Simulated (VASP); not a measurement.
A run of VASP 6.6.1:

File INCAR:

```
SYSTEM = TaTi3Si8
ALGO     = Normal         ! electronic algorithm
EDIFF    = 1E-6           ! SCF threshold, eV
ENCUT    = 520            ! plane-wave cutoff, eV
GGA      = PE             ! functional
ISIF     = 2              ! what is computed and relaxed
ISMEAR   = 0              ! smearing method
LASPH    = .True.         ! aspherical terms in the spheres
LCHARG   = .False.        ! write CHGCAR
LREAL    = .False.        ! projectors in reciprocal space
LWAVE    = .False.        ! write WAVECAR
NBANDS   = 52             ! bands
NELM     = 60             ! most SCF steps
PREC     = Accurate       ! precision mode
SIGMA    = 0.1            ! smearing width, eV
```

File KPOINTS:

```
k-points
0
Gamma
  4 4 2
  0 0 0
```

The input POSCAR:

```
TaTi3Si8
1.0
    2.4107531000     -4.2900402000      0.0000000000
    2.4107531000      4.2900402000      0.0000000000
    0.0000000000      0.0000000000      8.2932263000
Ti Ta Si
3 1 8
Direct
    0.0000000000      0.5000000000      0.2500590000
    0.5000000000      0.0000000000      0.7499410000
    0.0000000000      0.0000000000      0.0000000000
    0.5000000000      0.5000000000      0.5000000000
    0.0000000000      0.5000000000      0.5946150000
    0.5000000000      0.0000000000      0.0862720000
    0.0000000000      0.5000000000      0.9137280000
    0.5000000000      0.0000000000      0.4053850000
    0.5000000000      0.5000000000      0.8398850000
    0.0000000000      0.0000000000      0.3348260000
    0.5000000000      0.5000000000      0.1601150000
    0.0000000000      0.0000000000      0.6651740000
```

Potentials or basis: VASP PAW PBE potentials, release 64 (Ti_sv, Ta_pv, Si).

Run with:

```console
$ cat potpaw_PBE.64/Ti_sv/POTCAR potpaw_PBE.64/Ta_pv/POTCAR potpaw_PBE.64/Si/POTCAR > POTCAR
$ mpirun -np 1 vasp_std > vasp.out
```

Hardware: 1 thread of Intel(R) Xeon(R) 6975P-C (Granite Rapids) (shared host).

**Question.** How long does it take, and how much memory?

**Answer.** Wall time 120 s on 1 thread of Intel(R) Xeon(R) 6975P-C (Granite Rapids), with other jobs on the host, peak memory 0.36 GiB. Counts: scf iterations 17, k points 14.
